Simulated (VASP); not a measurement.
# CdHgP (P4/mmm) in VASP: single point with PBE

Aim: the single point of CdHgP with PBE.

All numbers are computed with VASP 6.6.1; they aren't measurements. Logs are shortened: lines on timing, memory, paths and dates and some standing lists are left out, and cuts for length are marked.

### 1 The cell of the first run

The structure is tetragonal, space group P4/mmm (No. 123). The conventional cell has a = 3.817 Å, b = 3.817 Å, c = 5.307 Å, α = 90.00°, β = 90.00°, γ = 90.00°. Cd (site symmetry 4/mmm) has 2 P at 2.65 Å within 3.5 Å. Within 3.6 Å of Hg (site symmetry 4/mmm) lie 4 P at 2.70 Å. Within 3.5 Å of P (site symmetry 4/mmm) lie 2 Cd at 2.65 Å and 4 Hg at 2.70 Å.

### 2 Single point, PBE

Contents of POSCAR:

```
CdHgP
1.0
    3.8165808914      0.0000000000      0.0000000000
    0.0000000000      3.8165808914      0.0000000000
    0.0000000000      0.0000000000      5.3065118935
Cd Hg P
1 1 1
Direct
    0.5000000000      0.5000000000      0.5000000000
    0.0000000000      0.0000000000      0.0000000000
    0.5000000000      0.5000000000      0.0000000000
```

Contents of INCAR.step1:

```
SYSTEM = CdHgP
  PREC = Accurate
  ENCUT = 520
  EDIFF = 1E-6
  ISMEAR = 0
  SIGMA = 0.1
  LREAL = .False.
  LASPH = .True.
  NELM = 100
  ALGO = Normal
  ISIF = 2
  LWAVE = .False.
  LCHARG = .True.
  GGA = PE
  NBANDS = 22
```

Contents of KPOINTS.step1:

```
Automatic mesh
0
Gamma
  12 12 10
  0 0 0
```

Contents of INCAR.step2:

```
SYSTEM = CdHgP
  PREC = Accurate
  ENCUT = 520
  EDIFF = 1E-6
  ISMEAR = -5
  SIGMA = 0.1
  LREAL = .False.
  LASPH = .True.
  NELM = 100
  ALGO = Normal
  ISIF = 2
  LWAVE = .False.
  LCHARG = .False.
  GGA = PE
  LORBIT = 11
  NBANDS = 22
  NEDOS = 2001
  ICHARG = 11
```

Contents of KPOINTS.step2:

```
Automatic mesh
0
Gamma
  18 18 15
  0 0 0
```

Potentials or basis: VASP PAW PBE potentials, release 64 (Cd, Hg, P).

Command:

```console
cat potpaw_PBE.64/Cd/POTCAR potpaw_PBE.64/Hg/POTCAR potpaw_PBE.64/P/POTCAR > POTCAR
cp INCAR.step1 INCAR
cp KPOINTS.step1 KPOINTS
mpirun -np 1 vasp_std > vasp.out
cp INCAR.step2 INCAR
cp KPOINTS.step2 KPOINTS
mpirun -np 1 vasp_std > vasp.out
```

OUTCAR:

```text
SYSTEM = CdHgP
   PREC = Accurate
   ENCUT = 520
   EDIFF = 1E-6
   ISMEAR = -5
   LREAL = .False.
   LASPH = .True.
   NELM = 100
   ISIF = 2
   GGA = PE
   LORBIT = 11
   ICHARG = 11

 ion  position               nearest neighbor table
   1  0.500  0.500  0.500-   3 2.65   3 2.65   2 3.78   2 3.78   2 3.78   2 3.78   2 3.78   2 3.78
                             2 3.78   2 3.78
   2  0.000  0.000  0.000-   3 2.70   3 2.70   3 2.70   3 2.70   1 3.78   1 3.78   1 3.78   1 3.78
                             1 3.78   1 3.78   1 3.78   1 3.78
   3  0.500  0.500  0.000-   1 2.65   1 2.65   2 2.70   2 2.70   2 2.70   2 2.70

  LATTYP: Found a simple tetragonal cell.
 ALAT       =     3.8165808914
 C/A-ratio  =     1.3903837085

  Lattice vectors:

 A1 = (   3.8165808914,   0.0000000000,   0.0000000000)
 A2 = (   0.0000000000,   3.8165808914,   0.0000000000)
 A3 = (   0.0000000000,   0.0000000000,   5.3065118935)

Analysis of symmetry for initial positions (statically):
=====================================================================
 Subroutine PRICEL returns:
 Original cell was already a primitive cell.

 Routine SETGRP: Setting up the symmetry group for a
 simple tetragonal supercell.

 Subroutine GETGRP returns: Found 16 space group operations
 (whereof 16 operations were pure point group operations)
 out of a pool of 16 trial point group operations.

The static configuration has the point symmetry D_4h.

Analysis of symmetry for dynamics (positions and initial velocities):
=====================================================================
 Subroutine PRICEL returns:
 Original cell was already a primitive cell.

 Routine SETGRP: Setting up the symmetry group for a
 simple tetragonal supercell.

 Subroutine GETGRP returns: Found 16 space group operations
 (whereof 16 operations were pure point group operations)
 out of a pool of 16 trial point group operations.

The dynamic configuration has the point symmetry D_4h.

 Subroutine INISYM returns: Found 16 space group operations
 (whereof 16 operations are pure point group operations),
 and found     1 'primitive' translations

----------------------------------------------------------------------------------------

                                     Primitive cell

  volume of cell :      77.2962

  direct lattice vectors                    reciprocal lattice vectors
     3.816580891  0.000000000  0.000000000     0.262014622  0.000000000  0.000000000
     0.000000000  3.816580891  0.000000000     0.000000000  0.262014622  0.000000000
     0.000000000  0.000000000  5.306511893     0.000000000  0.000000000  0.188447707

  length of vectors
     3.816580891  3.816580891  5.306511893     0.262014622  0.262014622  0.188447707

  position of ions in fractional coordinates (direct lattice)
     0.500000000  0.500000000  0.500000000
     0.000000000  0.000000000  0.000000000
     0.500000000  0.500000000  0.000000000

  ion indices of the primitive-cell ions
   primitive index   ion index
                 1           1
                 2           2
                 3           3

----------------------------------------------------------------------------------------

 KPOINTS: Automatic mesh

Automatic generation of k-mesh.
 Grid dimensions read from file:
 generate k-points for:   18   18   15

 Generating k-lattice:

  Cartesian coordinates                     Fractional coordinates (reciprocal lattice)
     0.014556368  0.000000000  0.000000000     0.055555556  0.000000000  0.000000000
     0.000000000  0.014556368  0.000000000     0.000000000  0.055555556  0.000000000
     0.000000000  0.000000000  0.012563180     0.000000000  0.000000000  0.066666667

  Length of vectors
     0.014556368  0.014556368  0.012563180

  Shift w.r.t. Gamma in fractional coordinates (k-lattice)
     0.000000000  0.000000000  0.000000000

 TETIRR: Found   7299 inequivalent tetrahedra from    29160

 Subroutine IBZKPT returns following result:
 ===========================================

 Found    440 irreducible k-points:

 Following reciprocal coordinates:
            Coordinates               Weight
  0.000000  0.000000  0.000000      1.000000
  0.055556  0.000000  0.000000      4.000000
  0.111111  0.000000  0.000000      4.000000
  0.166667  0.000000  0.000000      4.000000
  0.222222  0.000000  0.000000      4.000000
  0.277778  0.000000  0.000000      4.000000
[... 16 lines left out ...]
  0.277778  0.111111  0.000000      8.000000
  0.333333  0.111111  0.000000      8.000000
 [... further k-points ...]
   k-points           NKPTS =    440   k-points in BZ     NKDIM =    440   number of bands    NBANDS=     22
   number of dos      NEDOS =   2001   number of ions     NIONS =      3
   total plane-waves  NPLWV =  31360
   dimension x,y,z NGX =    28 NGY =   28 NGZ =   40
   dimension x,y,z NGXF=    56 NGYF=   56 NGZF=   80
   ions per type =               1   1   1
   NGX,Y,Z   is equivalent  to a cutoff of  12.20, 12.20, 12.53 a.u.
   NGXF,Y,Z  is equivalent  to a cutoff of  24.39, 24.39, 25.06 a.u.
 SYSTEM =  CdHgP
   PREC   = accura    normal or accurate (medium, high low for compatibility)
   ISTART =      0    job   : 0-new  1-cont  2-samecut
   ICHARG =     11    charge: 1-file 2-atom 10-const
   ISPIN  =      1    spin polarized calculation?
   LNONCOLLINEAR =      F non collinear calculations
   LSORBIT =      F    spin-orbit coupling
   LASPH  =      T    aspherical Exc in radial PAW
   ENCUT  =  520.0 eV  38.22 Ry    6.18 a.u.   7.10  7.10  9.87*2*pi/ulx,y,z
   NELM   =    100;   NELMIN=  2; NELMDL=  0     # of ELM steps
   EDIFF  = 0.1E-05   stopping-criterion for ELM
   LREAL  =      F    real-space projection
   EDIFFG = 0.1E-04   stopping-criterion for IOM
   NSW    =      0    number of steps for IOM
   IBRION =     -1    ionic relax: 0-MD 1-quasi-New 2-CG
   NFREE  =      0    steps in history (QN), initial steepest desc. (CG)
   ISIF   =      2    stress and relaxation
   ISYM   =      2    0-nonsym 1-usesym 2-fastsym
   POTIM  = 0.5000    time-step for ionic-motion
   TEBEG  =    0.0;   TEEND  =   0.0 temperature during run
   PSTRESS=    0.0 pullay stress
   NELECT =      29.0000    total number of electrons
   NUPDOWN=      -1.0000    fix difference up-down
   EMIN   =  10.00;   EMAX   =-10.00  energy-range for DOS
   EFERMI =   0.00;   METHOD = LEGACY
   ISMEAR =    -5;   SIGMA  =   0.10  broadening in eV -4-tet -1-fermi 0-gaus
   EFERMI_NEDOS =   21; number of points for ismear=-14 and -15
   IALGO  =     38    algorithm
   IMIX   =      4    mixing-type and parameters
     AMIX     =   0.40;   BMIX     =  1.00
     AMIX_MAG =   1.60;   BMIX_MAG =  1.00
  volume/ion in A,a.u.               =      25.77       173.87
  Fermi-wavevector in a.u.,A,eV,Ry     =   1.180741  2.231278 18.968567  1.394150
  Thomas-Fermi vector in A             =   2.317028
   LORBIT       =     11    0 simple, 1 ext, 2 COOP (PROOUT), +10 PAW based schemes
   GGA     = PE    functional components
   LHFCALC =     F    Hartree Fock is set to
   AEXX    =    0.0000 exact exchange contribution
   IVDW    =     0    specifies the selected vdW correction
   LEPSILON=     F    determine dielectric tensor
   LRPA    =     F    only Hartree local field effects (RPA)
 non-spin polarized calculation
 Fermi weights with tetrahedron method with Bloechl corrections
  energy-cutoff  :      520.00
  volume of cell :       77.30
 maximum number of plane-waves:      2099

 number of electron      28.9999994 magnetization

 Free energy of the ion-electron system (eV)
  ---------------------------------------------------
  ext. energy  EPLUGINS =         0.00000000
  ---------------------------------------------------
  free energy    TOTEN  =        -5.38668318 eV

  energy without entropy =       -5.38668318  energy(sigma->0) =       -5.38668318

 E-fermi :   2.6407     XC(G=0):  -9.5934

 val. band max:        2.7434680123   @ k =   0.3333   0.0556   0.4000
 cond. band min:       2.5053356163   @ k =   0.5000   0.2778   0.4667
 fundamental gap:     -0.2381323960
 Fermi energy:         2.6407364882

 k-point     1 :       0.0000    0.0000    0.0000
  band No.  band energies     occupation
      1      -9.4239      2.00000
      2      -6.1301      2.00000
      3      -5.9687      2.00000
      4      -5.9687      2.00000
      5      -5.9457      2.00000
      6      -5.8948      2.00000
[... 14 lines left out ...]
     21      12.2957      0.00000
     22      12.2966      0.00000

 k-point     2 :       0.0556    0.0000    0.0000
  band No.  band energies     occupation
      1      -9.3995      2.00000
      2      -6.1259      2.00000
      3      -5.9713      2.00000
      4      -5.9679      2.00000
      5      -5.9407      2.00000
      6      -5.8968      2.00000
[... 14 lines left out ...]
     21      12.0546      0.00000
     22      12.2967      0.00000

 k-point     3 :       0.1111    0.0000    0.0000
  band No.  band energies     occupation
      1      -9.3276      2.00000
      2      -6.1142      2.00000
      3      -5.9788      2.00000
      4      -5.9655      2.00000
      5      -5.9256      2.00000
      6      -5.9024      2.00000
[... 14 lines left out ...]
     21      11.7340      0.00000
     22      12.2996      0.00000
[... 476 lines left out ...]
 k-point    23 :       0.2778    0.1111    0.0000
  band No.  band energies     occupation
      1      -8.8341      2.00000
      2      -6.0375      2.00000
      3      -6.0206      2.00000
      4      -5.9665      2.00000
      5      -5.9461      2.00000
      6      -5.7873      2.00000
[... 14 lines left out ...]
     21      10.5424      0.00000
     22      10.7675      0.00000

 k-point    24 :       0.3333    0.1111    0.0000
  band No.  band energies     occupation
      1      -8.6698      2.00000
      2      -6.0350      2.00000
      3      -6.0205      2.00000
      4      -5.9638      2.00000
      5      -5.9574      2.00000
      6      -5.7238      2.00000
[... 14 lines left out ...]
     21      10.5296      0.00000
     22      10.8386      0.00000

 [... further k-points ...]
[... 5 lines left out ...]
  --------------------------------------------------------------------------------------
  -------------------------------------------------------------------------------------
  Total        0.3166183      0.3166183      0.3179734      0.0000000      0.0000000      0.0000000
  in kB        6.5627907      6.5627907      6.5908792      0.0000000      0.0000000      0.0000000
  external PRESSURE =       6.5721536 kB  Pullay stress =       0.0000000 kB

 VOLUME and BASIS-vectors are now :
 -----------------------------------------------------------------------------
  energy-cutoff  :      520.00
  volume of cell :       77.30
      direct lattice vectors                 reciprocal lattice vectors
     3.816580891  0.000000000  0.000000000     0.262014622  0.000000000  0.000000000
     0.000000000  3.816580891  0.000000000     0.000000000  0.262014622  0.000000000
     0.000000000  0.000000000  5.306511893     0.000000000  0.000000000  0.188447707

 POSITION                                       TOTAL-FORCE (eV/Angst)
 -----------------------------------------------------------------------------------
      1.90829      1.90829      2.65326         0.000000      0.000000      0.000000
      0.00000      0.00000      0.00000         0.000000      0.000000      0.000000
      1.90829      1.90829      0.00000         0.000000      0.000000      0.000000
 -----------------------------------------------------------------------------------
    total drift:                                0.000000      0.000000      0.000000

  FREE ENERGIE OF THE ION-ELECTRON SYSTEM (eV)
  ---------------------------------------------------
  free  energy   TOTEN  =        -5.3866831782 eV

  energy  without entropy=       -5.3866831782  energy(sigma->0) =       -5.38668318

 total charge

# of ion       s       p       d       tot
------------------------------------------
    1        0.585   0.175   9.504  10.265
    2        0.840   0.337   9.314  10.491
    3        1.097   1.312   0.000   2.410
--------------------------------------------------
tot          2.523   1.824  18.819  23.166
```

It took 3.1 min on 1 thread of Intel Xeon 6975P-C (Granite Rapids), shared host; peak memory 0.81 GiB.

Results:

```yaml
Valence_electrons_inside_the_program's_atomic_spheres: Cd 10.27; Hg 10.49; P 2.41
```

Caveat: spin-orbit coupling is left out, which moves the levels of the heavy elements.
